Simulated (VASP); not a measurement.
# Al (Fd-3m) in VASP: further runs

Runs on Al. Level: PBE. Tasks: single point.

All numbers are computed with VASP 6.6.1; they aren't measurements. Logs are shortened: lines on timing, memory, paths and dates and some standing lists are left out, and cuts for length are marked.

## (1) The cell of the first run

Symmetry: Fd-3m, No. 227, cubic system. The conventional cell has a = 6.045 Å, b = 6.045 Å, c = 6.045 Å, α = 90.00°, β = 90.00°, γ = 90.00°. Within 3.5 Å of Al (site symmetry -43m) lie 4 Al at 2.62 Å.

This isn't the form of Al at room conditions, which is fcc.

## (2) Single point, PBE

File INCAR:

```
PREC     = Accurate       # precision mode
ENCUT    = 500            # plane-wave cutoff, eV
EDIFF    = 1E-6           # SCF threshold, eV
ISMEAR   = -1             # smearing method
SIGMA    = 0.06122561905347299 # smearing width, eV
LREAL    = False          # projectors in reciprocal space
LASPH    = True           # aspherical terms in the spheres
NELM     = 120            # most SCF steps
ALGO     = Normal         # electronic algorithm
ISIF     = 2              # what is computed and relaxed
LWAVE    = False          # write WAVECAR
LCHARG   = False          # write CHGCAR
GGA      = PE             # functional
NBANDS   = 10             # bands
GGA_COMPAT= False
```

File KPOINTS:

```
regular mesh
0
Gamma
  16 16 16
```

File POSCAR:

```
Al
1.0
    0.0000000000      3.0223247527      3.0223247527
    3.0223247527      0.0000000000      3.0223247527
    3.0223247527      3.0223247527      0.0000000000
Al
2
Direct
    0.0000000000      0.0000000000      0.0000000000
    0.2500000000      0.2500000000      0.2500000000
```

Potentials or basis: VASP PAW PBE potentials, release 64 (Al).

Command:

```bash
$ cat potpaw_PBE.64/Al/POTCAR > POTCAR
$ mpirun -np 1 vasp_std > vasp.out
```

OUTCAR:

```text
PREC = Accurate
   ENCUT = 500
   EDIFF = 1E-6
   ISMEAR = -1
   LREAL = False
   LASPH = True
   NELM = 120
   ISIF = 2
   GGA = PE

 ion  position               nearest neighbor table
   1  0.000  0.000  0.000-   2 2.62   2 2.62   2 2.62   2 2.62
   2  0.250  0.250  0.250-   1 2.62   1 2.62   1 2.62   1 2.62

  LATTYP: Found a face centered cubic cell.
 ALAT       =     6.0446495054

  Lattice vectors:

 A1 = (   0.0000000000,   3.0223247527,   3.0223247527)
 A2 = (   3.0223247527,   0.0000000000,   3.0223247527)
 A3 = (   3.0223247527,   3.0223247527,   0.0000000000)

Analysis of symmetry for initial positions (statically):
=====================================================================
 Subroutine PRICEL returns:
 Original cell was already a primitive cell.

 Routine SETGRP: Setting up the symmetry group for a
 face centered cubic supercell.

 Subroutine GETGRP returns: Found 48 space group operations
 (whereof 24 operations were pure point group operations)
 out of a pool of 48 trial point group operations.

The static configuration has the point symmetry T_d .
 The point group associated with its full space group is O_h .

Analysis of symmetry for dynamics (positions and initial velocities):
=====================================================================
 Subroutine PRICEL returns:
 Original cell was already a primitive cell.

 Routine SETGRP: Setting up the symmetry group for a
 face centered cubic supercell.

 Subroutine GETGRP returns: Found 48 space group operations
 (whereof 24 operations were pure point group operations)
 out of a pool of 48 trial point group operations.

The dynamic configuration has the point symmetry T_d .
 The point group associated with its full space group is O_h .

 Subroutine INISYM returns: Found 48 space group operations
 (whereof 24 operations are pure point group operations),
 and found     1 'primitive' translations

----------------------------------------------------------------------------------------

                                     Primitive cell

  volume of cell :      55.2145

  direct lattice vectors                    reciprocal lattice vectors
     0.000000000  3.022324753  3.022324753    -0.165435564  0.165435564  0.165435564
     3.022324753  0.000000000  3.022324753     0.165435564 -0.165435564  0.165435564
     3.022324753  3.022324753  0.000000000     0.165435564  0.165435564 -0.165435564

  length of vectors
     4.274212655  4.274212655  4.274212655     0.286542802  0.286542802  0.286542802

[... 87 lines left out ...]
   ISYM   =      2    0-nonsym 1-usesym 2-fastsym
   POTIM  = 0.5000    time-step for ionic-motion
   TEBEG  =    0.0;   TEEND  =   0.0 temperature during run
   PSTRESS=    0.0 pullay stress
   NELECT =       6.0000    total number of electrons
   NUPDOWN=      -1.0000    fix difference up-down
   EMIN   =  10.00;   EMAX   =-10.00  energy-range for DOS
   EFERMI =   0.00;   METHOD = LEGACY
   ISMEAR =    -1;   SIGMA  =   0.06  broadening in eV -4-tet -1-fermi 0-gaus
   EFERMI_NEDOS =   21; number of points for ismear=-14 and -15
   IALGO  =     38    algorithm
   IMIX   =      4    mixing-type and parameters
     AMIX     =   0.40;   BMIX     =  1.00
     AMIX_MAG =   1.60;   BMIX_MAG =  1.00
  volume/ion in A,a.u.               =      27.61       186.30
  Fermi-wavevector in a.u.,A,eV,Ry     =   0.781221  1.476294  8.303729  0.610307
  Thomas-Fermi vector in A             =   1.884694
   LORBIT       =      0    0 simple, 1 ext, 2 COOP (PROOUT), +10 PAW based schemes
   GGA     = PE    functional components
   LHFCALC =     F    Hartree Fock is set to
   AEXX    =    0.0000 exact exchange contribution
   IVDW    =     0    specifies the selected vdW correction
   LEPSILON=     F    determine dielectric tensor
   LRPA    =     F    only Hartree local field effects (RPA)
 non-spin polarized calculation
  energy-cutoff  :      500.00
  volume of cell :       55.21
 maximum number of plane-waves:      1424
   NGX = 15   NGY = 15   NGZ = 15

 number of electron       6.0000000 magnetization

 Free energy of the ion-electron system (eV)
  ---------------------------------------------------
  ext. energy  EPLUGINS =         0.00000000
  ---------------------------------------------------
  free energy    TOTEN  =        -6.01039379 eV

  energy without entropy =       -5.99197153  energy(sigma->0) =       -6.00118266

 E-fermi :   2.7816     XC(G=0):  -8.1362

 val. band max:        2.7670738865   @ k =  -0.3750   0.3750   0.0000
 cond. band min:       2.7872933006   @ k =   0.3750   0.1875   0.0000
 fundamental gap:      0.0202194142
 Fermi energy:         2.7816473460

 k-point     1 :       0.0000    0.0000    0.0000
  band No.  band energies     occupation
      1      -5.0674      2.00000
      2       4.8893      0.00000
      3       4.8893      0.00000
      4       4.8893      0.00000
      5       6.7388      0.00000
      6       6.7388      0.00000
      7       6.7388      0.00000
      8       7.9673      0.00000
      9      10.5890      0.00000
     10      10.6684      0.00000
[... 287 lines left out ...]
 k-point    24 :      -0.0625    0.0625    0.0000
  band No.  band energies     occupation
      1      -4.9528      2.00000
      2       4.0152      0.00000
      3       4.3853      0.00000
      4       4.8432      0.00000
      5       6.8548      0.00000
      6       6.9579      0.00000
      7       7.0818      0.00000
      8       8.6370      0.00000
      9      10.0984      0.00000
     10      10.5299      0.00000

 [... further k-points ...]

------------------------ aborting loop because EDIFF is reached ----------------------------------------

  FORCE on cell =-STRESS in cart. coord.  units (eV):
  Direction    XX          YY          ZZ          XY          YZ          ZX
  --------------------------------------------------------------------------------------
  -------------------------------------------------------------------------------------
  Total        0.0124153      0.0124153      0.0124153     -0.0000000      0.0000000     -0.0000000
  in kB        0.3602583      0.3602583      0.3602583     -0.0000000      0.0000000     -0.0000000
  external PRESSURE =       0.3602583 kB  Pullay stress =       0.0000000 kB

 VOLUME and BASIS-vectors are now :
 -----------------------------------------------------------------------------
  energy-cutoff  :      500.00
  volume of cell :       55.21
      direct lattice vectors                 reciprocal lattice vectors
     0.000000000  3.022324753  3.022324753    -0.165435564  0.165435564  0.165435564
     3.022324753  0.000000000  3.022324753     0.165435564 -0.165435564  0.165435564
     3.022324753  3.022324753  0.000000000     0.165435564  0.165435564 -0.165435564

 POSITION                                       TOTAL-FORCE (eV/Angst)
 -----------------------------------------------------------------------------------
      0.00000      0.00000      0.00000        -0.000000     -0.000000     -0.000000
      1.51116      1.51116      1.51116         0.000000      0.000000      0.000000
 -----------------------------------------------------------------------------------
    total drift:                               -0.000000      0.000000      0.000000

  FREE ENERGIE OF THE ION-ELECTRON SYSTEM (eV)
  ---------------------------------------------------
  free  energy   TOTEN  =        -6.0103937853 eV

  energy  without entropy=       -5.9919715322  energy(sigma->0) =       -6.00118266
```

It took 55 s on 1 thread of Intel Xeon 8259CL, shared host; peak memory 0.2 GiB.

Results:

| Item | Value |
| --- | --- |
| Free energy | -6.0104 eV |
| Pressure | 0.0 GPa |
| Band gap on the k mesh | zero (bands 3 and 4 overlap by 3.48 eV) |

## (3) Single point, PBE

This run uses another cell than the first one, of 28.16 Å³/atom.

File INCAR:

```
ALGO = Normal
EDIFF = 1E-6
ENCUT = 500
GGA = PE
GGA_COMPAT = False
ISIF = 2
ISMEAR = -1
LASPH = True
LCHARG = False
LREAL = False
LWAVE = False
NBANDS = 10
NELM = 120
PREC = Accurate
SIGMA = 0.06122561905347299
```

File KPOINTS:

```
k-points
0
Gamma
  16 16 16
```

File POSCAR:

```
Al
1.0
    0.0000000000      3.0423407317      3.0423407317
    3.0423407317      0.0000000000      3.0423407317
    3.0423407317      3.0423407317      0.0000000000
Al
2
Direct
    0.0000000000      0.0000000000      0.0000000000
    0.2500000000      0.2500000000      0.2500000000
```

Potentials or basis: VASP PAW PBE potentials, release 64 (Al).

Command:

```bash
$ cat potpaw_PBE.64/Al/POTCAR > POTCAR
$ mpirun -np 1 vasp_std > vasp.out
```

OUTCAR:

```text
EDIFF = 1E-6
   ENCUT = 500
   GGA = PE
   ISIF = 2
   ISMEAR = -1
   LASPH = True
   LREAL = False
   NELM = 120
   PREC = Accurate

 ion  position               nearest neighbor table
   1  0.000  0.000  0.000-   2 2.63   2 2.63   2 2.63   2 2.63
   2  0.250  0.250  0.250-   1 2.63   1 2.63   1 2.63   1 2.63

  LATTYP: Found a face centered cubic cell.
 ALAT       =     6.0846814634

  Lattice vectors:

 A1 = (   0.0000000000,   3.0423407317,   3.0423407317)
[... 496 lines left out ...]

 [... further k-points ...]

------------------------ aborting loop because EDIFF is reached ----------------------------------------

  FORCE on cell =-STRESS in cart. coord.  units (eV):
  Direction    XX          YY          ZZ          XY          YZ          ZX
  --------------------------------------------------------------------------------------
  -------------------------------------------------------------------------------------
  Total       -0.2401253     -0.2401253     -0.2401253      0.0000000      0.0000000      0.0000000
  in kB       -6.8311666     -6.8311666     -6.8311666      0.0000000      0.0000000      0.0000000
  external PRESSURE =      -6.8311666 kB  Pullay stress =       0.0000000 kB

 VOLUME and BASIS-vectors are now :
 -----------------------------------------------------------------------------
  energy-cutoff  :      500.00
  volume of cell :       56.32
      direct lattice vectors                 reciprocal lattice vectors
     0.000000000  3.042340732  3.042340732    -0.164347141  0.164347141  0.164347141
     3.042340732  0.000000000  3.042340732     0.164347141 -0.164347141  0.164347141
     3.042340732  3.042340732  0.000000000     0.164347141  0.164347141 -0.164347141

 POSITION                                       TOTAL-FORCE (eV/Angst)
 -----------------------------------------------------------------------------------
      0.00000      0.00000      0.00000        -0.000000     -0.000000     -0.000000
      1.52117      1.52117      1.52117         0.000000      0.000000      0.000000
 -----------------------------------------------------------------------------------
    total drift:                               -0.000000      0.000000      0.000000

  FREE ENERGIE OF THE ION-ELECTRON SYSTEM (eV)
  ---------------------------------------------------
  free  energy   TOTEN  =        -6.0081195063 eV

  energy  without entropy=       -5.9893076837  energy(sigma->0) =       -5.99871359
```

OSZICAR:

```text
N       E                     dE             d eps       ncg     rms          rms(c)
DAV:   1     0.892473672995E+00    0.89247E+00   -0.18483E+03  2900   0.396E+02
DAV:   2    -0.583002458743E+01   -0.67225E+01   -0.65219E+01  3890   0.484E+01
DAV:   3    -0.599620375920E+01   -0.16618E+00   -0.16502E+00  3702   0.646E+00
DAV:   4    -0.599798614418E+01   -0.17824E-02   -0.17821E-02  3544   0.770E-01
DAV:   5    -0.599802223852E+01   -0.36094E-04   -0.36094E-04  3464   0.102E-01    0.150E+00
DAV:   6    -0.600461425559E+01   -0.65920E-02   -0.18013E-03  3414   0.234E-01    0.940E-01
DAV:   7    -0.600801798278E+01   -0.34037E-02   -0.50198E-03  3246   0.395E-01    0.887E-02
DAV:   8    -0.600810038670E+01   -0.82404E-04   -0.19663E-04  3276   0.640E-02    0.416E-02
DAV:   9    -0.600811918473E+01   -0.18798E-04   -0.31512E-05  3314   0.288E-02    0.771E-03
DAV:  10    -0.600811950627E+01   -0.32154E-06   -0.10891E-06  3234   0.664E-03
   1 F= -.60081195E+01 E0= -.59987136E+01  d E =-.188118E-01
```

Wall time 55 s (1 thread of Intel Xeon 8259CL, shared host); peak memory 0.2 GiB.

What came out:

```yaml
Free_energy: -6.0081 eV
Pressure: -0.7 GPa
Band_gap_on_the_k_mesh: zero (bands 3 and 4 overlap by 3.40 eV)
```

## (4) Single point, PBE

This run uses another cell than the first one, of 28.16 Å³/atom.

File INCAR:

```
SYSTEM = Al
  ALGO = Normal
  EDIFF = 1E-6
  ENCUT = 500
  GGA = PE
  GGA_COMPAT = .FALSE.
  ISIF = 2
  ISMEAR = -1
  LASPH = .TRUE.
  LCHARG = .FALSE.
  LREAL = .FALSE.
  LWAVE = .FALSE.
  NBANDS = 10
  NELM = 120
  PREC = Accurate
  SIGMA = 0.06122561905347299
```

File KPOINTS:

```
k-points
0
G
  16 16 16
  0 0 0
```

POSCAR is that of step 3.

Command:

```bash
$ cat potpaw_PBE.64/Al/POTCAR > POTCAR
$ mpirun -np 1 vasp_std > vasp.out
```

Run time: 56 s. Hardware: 1 thread of Intel Xeon 8259CL, shared host; peak memory 0.2 GiB.

It converged, with:

- Free energy: -6.0081 eV
- Pressure: -0.7 GPa
- Band gap on the k mesh: zero (bands 3 and 4 overlap by 3.40 eV)

Levels at points of the mesh, in eV from the Fermi level:
```
           k point  band 1  band 2  band 3  band 4  band 5  band 6  band 7  band 8
(0.00, 0.00, 0.00)   -7.77    2.07    2.07    2.07    3.92    3.92    3.92    4.98
(0.50, 0.00, 0.00)   -5.80   -3.79    1.07    1.07    3.14    4.37    4.37    7.50
(0.50, 0.50, 0.00)   -4.33   -4.33   -0.38   -0.38    2.12    2.12   10.38   10.38
```

(Continued in part 2 of 2.)
